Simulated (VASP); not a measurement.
Input of a VASP 6.6.1 run:

POSCAR

```
Rh
1.0
    2.5954974562      0.0000000000      0.0000000000
   -1.2977487281      2.2477667325      0.0000000000
    0.0000000000      0.0000000000      4.5046916223
Rh
2
Direct
    0.6666666667      0.3333333333      0.7500000000
    0.3333333333      0.6666666667      0.2500000000
```

File INCAR.step1:

```
PREC     = Accurate       # precision mode
ENCUT    = 680            # plane-wave cutoff, eV
ISMEAR   = 0              # smearing method
SIGMA    = 0.1            # smearing width, eV
LREAL    = F              # projectors in reciprocal space
LASPH    = T              # aspherical terms in the spheres
NELM     = 120            # most SCF steps
NBANDS   = 24             # bands
GGA      = PE             # functional
ALGO     = Normal         # electronic algorithm
EDIFF    = 1E-5           # SCF threshold, eV
LWAVE    = T              # write WAVECAR
LCHARG   = F              # write CHGCAR
GGA_COMPAT= F
```

File INCAR.step2:

```
PREC     = Accurate       # precision mode
ENCUT    = 680            # plane-wave cutoff, eV
EDIFF    = 1E-6           # SCF threshold, eV
ISMEAR   = 0              # smearing method
SIGMA    = 0.1            # smearing width, eV
LREAL    = F              # projectors in reciprocal space
LASPH    = T              # aspherical terms in the spheres
NELM     = 120            # most SCF steps
ALGO     = Normal         # electronic algorithm
ISIF     = 2              # what is computed and relaxed
LWAVE    = F              # write WAVECAR
LCHARG   = T              # write CHGCAR
METAGGA  = R2SCAN         # meta-GGA
LMIXTAU  = T            
LELF     = T              # ELF
LVHAR    = T            
NBANDS   = 24             # bands
ISTART   = 1            
GGA_COMPAT= F
```

Contents of KPOINTS:

```
Automatic mesh
0
Gamma
  24 24 12
```

Potentials or basis: VASP PAW PBE potentials, release 64 (Rh_sv_GW).

Command:

```bash
$ cat potpaw_PBE.64/Rh_sv_GW/POTCAR > POTCAR
$ cp INCAR.step1 INCAR
$ mpirun -np 1 vasp_std > vasp.out
$ cp INCAR.step2 INCAR
$ mpirun -np 1 vasp_std > vasp.out
```

Task: What does it give for the band gap on the k mesh?

Result: Zero (bands 17 and 18 overlap by 2.98 eV).

Task: Estimate the pressure.

Result: 16.2 GPa.

Stress tensor (GPa, compression positive):
```
24.24  0.00  0.00
 0.00 24.24  0.00
 0.00  0.00  0.03
```

Caveat: the cell differs from its parent crystal (biaxial strain in the a-b plane: -4.0 %, then relaxed in part); the stress differs along the axes, from 0 to 24 GPa; the PAW data sets were made with another functional, which shifts forces and pressure a little.
